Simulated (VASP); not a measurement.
BeS: single point with PBEsol

BeS:

```
CELL_PARAMETERS angstrom
0.00000 2.31134 2.50416
2.50416 0.00000 2.50416
2.50416 2.31134 0.00000
ATOMIC_POSITIONS crystal
Be 0.00000 0.00000 0.00000
S 0.75000 0.75000 0.75000
```

This cell differs from its parent crystal: volume 14.494 Å^3 an atom, c/a of the conventional cell 0.9230.

```json
{"Program": "VASP 6.6.1", "Task": "single point", "Functional": "PBEsol", "Potentials or basis": "VASP PAW PBE potentials, release 64 (Be, S)", "Cutoff": "520 eV", "k mesh": "10 × 10 × 10", "Occupations": "gaussian, width 0.05 eV", "Spin": "no spin polarisation"}
```

```json
{
 "Pressure": "-2.1 GPa",
 "Band gap on the k mesh": "2.36 eV, indirect (least direct gap 5.30 eV)"
}
```

Stress tensor (GPa, compression positive):
```
-4.29  0.00  0.00
 0.00  2.14  0.00
 0.00  0.00 -4.29
```

Levels at points of the mesh, in eV from the valence-band top:
```tsv
k point	band 2	band 3	band 4	band 5	band 6	band 7
(0.00, 0.00, 0.00)	-0.36	-0.36	0.00	5.30	5.35	5.46
(0.50, 0.00, 0.00)	-5.99	-1.59	-0.92	4.81	5.90	6.90
(0.50, 0.50, 0.00)	-5.41	-2.68	-2.56	2.95	4.87	11.96
(0.50, 0.00, 0.50)	-4.84	-3.25	-3.25	2.36	4.08	12.37
```

It took 80 s on 1 thread of AMD EPYC 7R13, with other jobs on the host, peak memory 0.14 GiB.

Caveat: the PAW data sets were made with another functional, which shifts forces and pressure a little. A k mesh can miss the band edges.
